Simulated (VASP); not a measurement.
Write the native input for VASP 6.6.1 that does the following.

```yaml
Task: single point
Functional: r2SCAN
Potentials_or_basis: VASP PAW PBE potentials, release 64 (Cu)
Cutoff: 660 eV
k_mesh: 20 × 20 × 20
Occupations: gaussian, width 0.05 eV
Spin: no spin polarisation
Dipole_correction: no
Further_INCAR_settings: ALGO = Normal; EDIFF = 1e-06; NBANDS = 12
```

Crystal: Cu.

```
Cu
1.0
    -1.42114    1.42114    1.42114
     1.42114   -1.42114    1.42114
     1.42114    1.42114   -1.42114
Cu
1
Cartesian
  0.0000 0.0000 0.0000
```

The input as run:

POSCAR

```
Cu
1.0
   -1.4211420436      1.4211420436      1.4211420436
    1.4211420436     -1.4211420436      1.4211420436
    1.4211420436      1.4211420436     -1.4211420436
Cu
1
Direct
    0.0000000000      0.0000000000      0.0000000000
```

INCAR.step1

```
  PREC = Accurate
  ENCUT = 660
  ISMEAR = 0
  SIGMA = 0.05
  LREAL = F
  LASPH = T
  NELM = 120
  NBANDS = 12
  GGA = PE
  ALGO = Normal
  EDIFF = 1E-5
  LWAVE = T
  LCHARG = F
  GGA_COMPAT = F
```

INCAR.step2

```
  PREC = Accurate
  ENCUT = 660
  EDIFF = 1E-6
  ISMEAR = 0
  SIGMA = 0.05
  LREAL = F
  LASPH = T
  NELM = 120
  ALGO = Normal
  ISIF = 2
  LWAVE = F
  LCHARG = F
  METAGGA = R2SCAN
  LMIXTAU = T
  NBANDS = 12
  ISTART = 1
  GGA_COMPAT = F
```

KPOINTS

```
regular mesh
0
Gamma
  20 20 20
```

Potentials or basis: VASP PAW PBE potentials, release 64 (Cu).

Launch:

```bash
$ cat potpaw_PBE.64/Cu/POTCAR > POTCAR
$ cp INCAR.step1 INCAR
$ mpirun -np 1 vasp_std > vasp.out
$ cp INCAR.step2 INCAR
$ mpirun -np 1 vasp_std > vasp.out
```

It gave:

- Pressure: 0.5 GPa

Caveat: the PAW data sets were made with another functional, which shifts forces and pressure a little.

Wall time 120 s on 1 thread of Intel(R) Xeon(R) Platinum 8259CL CPU @ 2.50GHz (Skylake/Cascade Lake), with other jobs on the host, peak memory 0.18 GiB.
